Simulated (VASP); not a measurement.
# MgO (Fm-3m) in VASP: single point with PBE

Aim: the single point of MgO with PBE.

Everything below comes from runs of VASP 6.6.1. Logs are shortened: lines on timing, memory, paths and dates and some standing lists are left out, and cuts for length are marked.

**1. The cell of the first run**

Symmetry: Fm-3m, No. 225, cubic system. The conventional cell has a = 4.217 Å, b = 4.217 Å, c = 4.217 Å, α = 90.00°, β = 90.00°, γ = 90.00°. Within 2.8 Å of Mg (site symmetry m-3m) lie 6 O at 2.11 Å. Within 2.8 Å of O (site symmetry m-3m) lie 6 Mg at 2.11 Å.

**2. Single point, PBE**

Input file INCAR:

```
PREC = Accurate
ENCUT = 520
EDIFF = 1E-6
ISMEAR = 0
SIGMA = 0.05
LREAL = Auto
LASPH = True
NELM = 60
ALGO = Normal
ISIF = 2
LWAVE = False
LCHARG = True
GGA = PE
LELF = True
LVHAR = True
NBANDS = 141
```

Input file KPOINTS:

```
regular mesh
0
Gamma
  2 2 2
```

Input file POSCAR:

```
MgO
1.0
    0.0000000000      6.3255000000      6.3255000000
    6.3255000000      0.0000000000      6.3255000000
    6.3255000000      6.3255000000      0.0000000000
Mg O
27 27
Direct
    0.0000000000      0.0000000000      0.0000000000
    0.0000000000      0.0000000000      0.3333330000
    0.0000000000      0.0000000000      0.6666670000
    0.0000000000      0.3333330000      0.0000000000
    0.0000000000      0.3333330000      0.3333330000
    0.0000000000      0.3333330000      0.6666670000
    0.0000000000      0.6666670000      0.0000000000
    0.0000000000      0.6666670000      0.3333330000
    0.0000000000      0.6666670000      0.6666670000
    0.3333330000      0.0000000000      0.0000000000
    0.3333330000      0.0000000000      0.3333330000
    0.3333330000      0.0000000000      0.6666670000
    0.3333330000      0.3333330000      0.0000000000
    0.3333330000      0.3333330000      0.3333330000
    0.3333330000      0.3333330000      0.6666670000
    0.3333330000      0.6666670000      0.0000000000
    0.3333330000      0.6666670000      0.3333330000
    0.3333330000      0.6666670000      0.6666670000
    0.6666670000      0.0000000000      0.0000000000
    0.6666670000      0.0000000000      0.3333330000
    0.6666670000      0.0000000000      0.6666670000
    0.6666670000      0.3333330000      0.0000000000
    0.6666670000      0.3333330000      0.3333330000
    0.6666670000      0.3333330000      0.6666670000
    0.6666670000      0.6666670000      0.0000000000
    0.6666670000      0.6666670000      0.3333330000
    0.6666670000      0.6666670000      0.6666670000
    0.1666670000      0.1666670000      0.1666670000
    0.1666670000      0.1666670000      0.5000000000
    0.1666670000      0.1666670000      0.8333330000
    0.1666670000      0.5000000000      0.1666670000
    0.1666670000      0.5000000000      0.5000000000
    0.1666670000      0.5000000000      0.8333330000
    0.1666670000      0.8333330000      0.1666670000
    0.1666670000      0.8333330000      0.5000000000
    0.1666670000      0.8333330000      0.8333330000
    0.5000000000      0.1666670000      0.1666670000
    0.5000000000      0.1666670000      0.5000000000
    0.5000000000      0.1666670000      0.8333330000
    0.5000000000      0.5000000000      0.1666670000
    0.5000000000      0.5000000000      0.5000000000
    0.5000000000      0.5000000000      0.8333330000
    0.5000000000      0.8333330000      0.1666670000
    0.5000000000      0.8333330000      0.5000000000
    0.5000000000      0.8333330000      0.8333330000
    0.8333330000      0.1666670000      0.1666670000
    0.8333330000      0.1666670000      0.5000000000
    0.8333330000      0.1666670000      0.8333330000
    0.8333330000      0.5000000000      0.1666670000
    0.8333330000      0.5000000000      0.5000000000
    0.8333330000      0.5000000000      0.8333330000
    0.8333330000      0.8333330000      0.1666670000
    0.8333330000      0.8333330000      0.5000000000
    0.8333330000      0.8333330000      0.8333330000
```

Potentials or basis: VASP PAW PBE potentials, release 64 (Mg, O).

Run with:

```sh
cat potpaw_PBE.64/Mg/POTCAR potpaw_PBE.64/O/POTCAR > POTCAR
mpirun -np 1 vasp_std > vasp.out
```

OUTCAR:

```text
PREC = Accurate
   ENCUT = 520
   EDIFF = 1E-6
   ISMEAR = 0
   LREAL = Auto
   LASPH = True
   NELM = 60
   ISIF = 2
   GGA = PE

 ion  position               nearest neighbor table
   1  0.000  0.000  0.000-  30 2.11  34 2.11  36 2.11  46 2.11  48 2.11  52 2.11  10 2.98  12 2.98
                            16 2.98  19 2.98  20 2.98  22 2.98   2 2.98   3 2.98   4 2.98   6 2.98
   2  0.000  0.000  0.333-  34 2.11  46 2.11  35 2.11  47 2.11  53 2.11  28 2.11  17 2.98  20 2.98
                            23 2.98   1 2.98   4 2.98   5 2.98   8 2.98  10 2.98  11 2.98  21 2.98
   3  0.000  0.000  0.667-  36 2.11  48 2.11  29 2.11  47 2.11  35 2.11  54 2.11  19 2.98  21 2.98
                            24 2.98   1 2.98   6 2.98   7 2.98   9 2.98  12 2.98  18 2.98  11 2.98
   4  0.000  0.333  0.000-  30 2.11  46 2.11  33 2.11  49 2.11  51 2.11  28 2.11  15 2.98  22 2.98
                            23 2.98   1 2.98   2 2.98   5 2.98   6 2.98  10 2.98  13 2.98   9 2.98
   5  0.000  0.333  0.333-  28 2.11  47 2.11  49 2.11  50 2.11  31 2.11  29 2.11   2 2.98   4 2.98
                            11 2.98  13 2.98  14 2.98  23 2.98  24 2.98  26 2.98   3 2.98   7 2.98
   6  0.000  0.333  0.667-  29 2.11  30 2.11  48 2.11  51 2.11  50 2.11  32 2.11  24 2.98   1 2.98
                             3 2.98   4 2.98  12 2.98  15 2.98  22 2.98  14 2.98  27 2.98   5 2.98
   7  0.000  0.667  0.000-  36 2.11  52 2.11  31 2.11  49 2.11  33 2.11  54 2.11  19 2.98  25 2.98
                            26 2.98   1 2.98   3 2.98   8 2.98   9 2.98  16 2.98  18 2.98  13 2.98
   8  0.000  0.667  0.333-  31 2.11  34 2.11  52 2.11  53 2.11  32 2.11  50 2.11  26 2.98   1 2.98
                             2 2.98   7 2.98  16 2.98  17 2.98  20 2.98  14 2.98  27 2.98   6 2.98
   9  0.000  0.667  0.667-  54 2.11  35 2.11  33 2.11  32 2.11  53 2.11  51 2.11   3 2.98   7 2.98
[... 70 lines left out ...]
 A1 = (   0.0000000000,   6.3255000000,   6.3255000000)
 A2 = (   6.3255000000,   0.0000000000,   6.3255000000)
 A3 = (   6.3255000000,   6.3255000000,   0.0000000000)

Analysis of symmetry for initial positions (statically):
=====================================================================
 Subroutine PRICEL returns following result:

  LATTYP: Found a face centered cubic cell.
 ALAT       =     4.2169957830

  Lattice vectors:

 A1 = (   0.0000000000,   2.1084978915,   2.1084978915)
 A2 = (   2.1084978915,   0.0000000000,   2.1084978915)
 A3 = (   2.1084978915,   2.1084978915,   0.0000000000)

  27 primitive cells build up your supercell.

 Routine SETGRP: Setting up the symmetry group for a
 face centered cubic supercell.

 Subroutine GETGRP returns: Found 48 space group operations
 (whereof 48 operations were pure point group operations)
 out of a pool of 48 trial point group operations.

The static configuration has the point symmetry O_h .

[... 111 lines left out ...]
   NELECT =     216.0000    total number of electrons
   NUPDOWN=      -1.0000    fix difference up-down
   EMIN   =  10.00;   EMAX   =-10.00  energy-range for DOS
   EFERMI =   0.00;   METHOD = LEGACY
   ISMEAR =     0;   SIGMA  =   0.05  broadening in eV -4-tet -1-fermi 0-gaus
   EFERMI_NEDOS =   21; number of points for ismear=-14 and -15
   IALGO  =     38    algorithm
   IMIX   =      4    mixing-type and parameters
     AMIX     =   0.40;   BMIX     =  1.00
     AMIX_MAG =   1.60;   BMIX_MAG =  1.00
  volume/ion in A,a.u.               =       9.37        63.26
  Fermi-wavevector in a.u.,A,eV,Ry     =   1.232503  2.329092 20.668107  1.519063
  Thomas-Fermi vector in A             =   2.367270
   LORBIT       =      0    0 simple, 1 ext, 2 COOP (PROOUT), +10 PAW based schemes
   GGA     = PE    functional components
   LHFCALC =     F    Hartree Fock is set to
   AEXX    =    0.0000 exact exchange contribution
   IVDW    =     0    specifies the selected vdW correction
   LEPSILON=     F    determine dielectric tensor
   LRPA    =     F    only Hartree local field effects (RPA)
 non-spin polarized calculation
 Gauss-broadening in eV      SIGMA  =   0.05
  energy-cutoff  :      520.00
  volume of cell :      506.19
 maximum number of plane-waves:     13635
 NGX is ok and might be reduce to    70
   NGX = 33   NGY = 33   NGZ = 33

 number of electron     216.0000001 magnetization

 Free energy of the ion-electron system (eV)
  ---------------------------------------------------
  ext. energy  EPLUGINS =         0.00000000
  ---------------------------------------------------
  free energy    TOTEN  =      -321.49628022 eV

  energy without entropy =     -321.49628022  energy(sigma->0) =     -321.49628022

 E-fermi :   3.4011     XC(G=0): -11.0618

 val. band max:        3.1612861896   @ k =   0.0000   0.0000   0.0000
 cond. band min:       7.8530220169   @ k =   0.0000   0.0000   0.0000
 fundamental gap:      4.6917358273
 Fermi energy:         3.4010533460

 k-point     1 :       0.0000    0.0000    0.0000
  band No.  band energies     occupation
      1     -14.0845      2.00000
      2     -13.1716      2.00000
      3     -13.1715      2.00000
      4     -13.1715      2.00000
      5     -13.1715      2.00000
      6     -13.1715      2.00000
[... 358 lines left out ...]
    119      12.1280      0.00000
    120      12.1280      0.00000
 [bands above 120 left out]

------------------------ aborting loop because EDIFF is reached ----------------------------------------

  FORCE on cell =-STRESS in cart. coord.  units (eV):
  Direction    XX          YY          ZZ          XY          YZ          ZX
  --------------------------------------------------------------------------------------
  -------------------------------------------------------------------------------------
  Total       10.6185474     10.6185474     10.6185474     -0.0000000      0.0000000     -0.0000000
  in kB       33.6094277     33.6094277     33.6094277     -0.0000000      0.0000000     -0.0000000
  external PRESSURE =      33.6094277 kB  Pullay stress =       0.0000000 kB

 VOLUME and BASIS-vectors are now :
 -----------------------------------------------------------------------------
  energy-cutoff  :      520.00
  volume of cell :      506.19
      direct lattice vectors                 reciprocal lattice vectors
     0.000000000  6.325500000  6.325500000    -0.079045135  0.079045135  0.079045135
     6.325500000  0.000000000  6.325500000     0.079045135 -0.079045135  0.079045135
     6.325500000  6.325500000  0.000000000     0.079045135  0.079045135 -0.079045135

 POSITION                                       TOTAL-FORCE (eV/Angst)
 -----------------------------------------------------------------------------------
      0.00000      0.00000      0.00000        -0.000000      0.000000     -0.000000
      2.10850      2.10850      0.00000        -0.000000      0.000000     -0.000000
      4.21700      4.21700      0.00000        -0.000000      0.000000     -0.000000
      2.10850      0.00000      2.10850        -0.000000      0.000000     -0.000000
      4.21700      2.10850      2.10850        -0.000000      0.000000     -0.000000
      6.32550      4.21700      2.10850        -0.000000      0.000000     -0.000000
[... 46 lines left out ...]
      8.43400      8.43400     10.54250         0.000000      0.000000     -0.000000
     10.54250     10.54250     10.54250        -0.000000      0.000000      0.000000
 -----------------------------------------------------------------------------------
    total drift:                               -0.000000     -0.000000      0.000000

  FREE ENERGIE OF THE ION-ELECTRON SYSTEM (eV)
  ---------------------------------------------------
  free  energy   TOTEN  =      -321.4962802177 eV

  energy  without entropy=     -321.4962802177  energy(sigma->0) =     -321.49628022
```

Wall time 14 min (1 thread of Oxide Virtual Turin-like, shared host); peak memory 0.7 GiB.

What came out:

* Free energy: -321.4963 eV
* Pressure: 3.4 GPa
* Band gap on the k mesh: 4.69 eV

Caveat: the k points lie up to 0.43 Å⁻¹ apart. Expect the measured gap to be larger: semilocal functionals such as PBE lack the derivative discontinuity.
